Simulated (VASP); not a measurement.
**Tb3InOs: single point with PBE**

Crystal: Tb3InOs.

```
Tb In Os
1.0
     5.78853    0.00000    0.00000
    -2.89427    5.01302    0.00000
     0.00000    0.00000    9.66311
Tb In Os
6 2 2
Direct
  0.46415 0.00000 0.25000
  0.00000 0.46415 0.25000
  0.53585 0.53585 0.25000
  0.53585 0.00000 0.75000
  0.00000 0.53585 0.75000
  0.46415 0.46415 0.75000
  0.00000 0.00000 0.00000
  0.00000 0.00000 0.50000
  0.00000 0.00000 0.25000
  0.00000 0.00000 0.75000
```

The cell was generated, and may not be a known phase.

* Program: VASP 6.6.1
* Task: single point
* Functional: PBE
* Potentials or basis: VASP PAW PBE potentials, release 64 (Tb_3, In_d, Os), 4f in core
* Cutoff: 600 eV
* k mesh: 3 × 3 × 2
* Occupations: gaussian, width 0.1 eV
* Spin: no spin polarisation
* Dipole correction: no
* Further INCAR settings: ALGO = Normal; EDIFF = 1e-06; NBANDS = 59

```yaml
Pressure: 12.5 GPa
Largest_force: 0.299 eV/Å
Band_gap_on_the_k_mesh: zero (bands 48 and 49 overlap by 0.52 eV)
```

Forces in eV/Å, atoms in the order of the input:
```
Tb   0.299  0.000  0.000
Tb  -0.150  0.259  0.000
Tb  -0.150 -0.259  0.000
Tb  -0.299  0.000  0.000
Tb   0.150 -0.259  0.000
Tb   0.150  0.259  0.000
In   0.000  0.000  0.000
In   0.000  0.000  0.000
Os   0.000  0.000  0.000
Os   0.000  0.000  0.000
```

Stress tensor (GPa, compression positive):
```
10.89  0.00  0.00
 0.00 10.89  0.00
 0.00  0.00 15.73
```

Levels at points of the mesh, in eV from the Fermi level:
```tsv
k point	band 44	band 45	band 46	band 47	band 48	band 49	band 50	band 51	band 52	band 53
(0.00, 0.00, 0.00)	-1.44	-0.79	-0.34	0.37	0.37	0.58	1.17	1.17	1.27	1.27
(0.00, 0.00, 0.50)	-1.68	-1.15	-1.15	0.46	0.46	1.21	1.21	1.21	1.21	1.50
```

Run time: 2.1 min on 1 thread of Intel(R) Xeon(R) 6975P-C (Granite Rapids), on a shared host, peak memory 0.49 GiB.

Caveat: the k points lie up to 0.42 Å⁻¹ apart, too coarse for converged energies and pressures of a metal; spin-orbit coupling is left out, which moves the levels of the heavy elements; the 4f electrons are frozen in the core, so they carry no moment and show no levels. Spin polarisation is off, so any magnetic state and its effect on volume and gap are missing.
